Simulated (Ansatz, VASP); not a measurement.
One calculation of TiO2, two programs

```xyz
6
Lattice="-1.8890 1.8890 4.7914 1.8890 -1.8890 4.7914 1.8890 1.8890 -4.7914" Properties=species:S:1:pos:R:3 pbc="T T T"
Ti   -0.1750    0.0000    0.0000
Ti    0.1750    1.8890    2.3957
O    -0.0102    0.0000    1.9866
O    -0.0114    1.8890    4.3823
O     0.0102    1.8890    0.4091
O     0.0114    0.0000    7.5962
```

Change from the starting cell: mode 4 (137.9 1/cm) frozen in, largest displacement +0.175 Å.

Alike in both runs: task single point; functional r2SCAN; k mesh 8 × 8 × 8; occupations gaussian, width 0.05 eV; no spin polarisation.

|  | VASP | Ansatz |
| --- | --- | --- |
| version | VASP 6.6.1 | Ansatz 0.2.0 |
| potentials or method | VASP PAW PBE potentials, release 64 (Ti_sv, O), cutoff 520 eV | scalar-relativistic, plane waves, PAW |
| valence electrons in the cell | 48 | 48 |

```csv
,VASP,Ansatz,Ansatz less VASP
gap on the k mesh at the Fermi level (eV),2.92,2.91,-0.017
least direct gap on the mesh (eV),3.22,3.20,-0.021
pressure (GPa),4.5,3.2,-1.29
"traceless stress, the component that is largest in VASP (GPa)",7.19,6.84,-0.350
rms of the force components (eV/Å),0.666,0.589,-0.0774
```

VASP's potentials were made for PBE, not for r2SCAN. Atom by atom the forces differ by 0.092 eV/Å (rms over components). The functional is the same, so the differences come from potentials, cutoffs and numerics.
